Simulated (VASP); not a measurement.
Wanted: the native input for a VASP 6.6.1 run.

```yaml
Task: single point
Functional: PBE-based screened hybrid with 30 % exact exchange
Potentials_or_basis: VASP PAW PBE potentials, release 64 (Li_sv, S)
Cutoff: 650 eV
k_mesh: 4 × 4 × 4
Occupations: gaussian, width 0.01 eV
Spin: no spin polarisation
Dipole_correction: no
Grid_for_exact_exchange_PRECFOCK: Normal
Share_of_exact_exchange: 0.3
Further_INCAR_settings: ALGO = Normal; EDIFF = 1e-06; NBANDS = 13
Screening_parameter: 0.5 1/Å
```

The system is Li2S.

```
Li S
1.0
     0.00000    2.84529    2.84529
     2.84529    0.00000    2.84529
     2.84529    2.84529    0.00000
Li S
2 1
Direct
  0.25000 0.25000 0.25000
  0.75000 0.75000 0.75000
  0.00000 0.00000 0.00000
```

The input as run:

POSCAR

```
Li2S
1.0
    0.0000000000      2.8452943747      2.8452943747
    2.8452943747      0.0000000000      2.8452943747
    2.8452943747      2.8452943747      0.0000000000
Li S
2 1
Direct
    0.2500000000      0.2500000000      0.2500000000
    0.7500000000      0.7500000000      0.7500000000
    0.0000000000      0.0000000000      0.0000000000
```

INCAR.step1

```
PREC = Accurate
ENCUT = 650
EDIFF = 1E-5
ISMEAR = 0
SIGMA = 0.01
LREAL = F
LASPH = T
NELM = 120
ALGO = Normal
ISIF = 2
LWAVE = T
LCHARG = F
NBANDS = 13
GGA = PE
GGA_COMPAT = F
```

INCAR.step2

```
PREC = Accurate
ENCUT = 650
EDIFF = 1E-6
ISMEAR = 0
SIGMA = 0.01
LREAL = F
LASPH = T
NELM = 120
ALGO = Normal
ISIF = 2
LWAVE = F
LCHARG = F
GGA = PE
LHFCALC = T
AEXX = 0.3
HFSCREEN = 0.5
PRECFOCK = Normal
NBANDS = 13
ISTART = 1
GGA_COMPAT = F
```

KPOINTS

```
regular mesh
0
Gamma
  4 4 4
```

Potentials or basis: VASP PAW PBE potentials, release 64 (Li_sv, S).

Command:

```sh
$ cat potpaw_PBE.64/Li_sv/POTCAR potpaw_PBE.64/S/POTCAR > POTCAR
$ cp INCAR.step1 INCAR
$ mpirun -np 1 vasp_std > vasp.out
$ cp INCAR.step2 INCAR
$ mpirun -np 1 vasp_std > vasp.out
```

It gave:

```json
{
  "Pressure": "-0.4 GPa",
  "Band gap on the k mesh": "3.94 eV (least direct gap 4.93 eV)"
}
```

Caveat: the k points lie up to 0.48 Å⁻¹ apart; the PAW data sets were made with another functional, which shifts forces and pressure a little.

Run time: 2.5 min on 1 thread of AMD EPYC 9R45 96-Core Processor (Zen 5), on a shared host, peak memory 0.27 GiB.
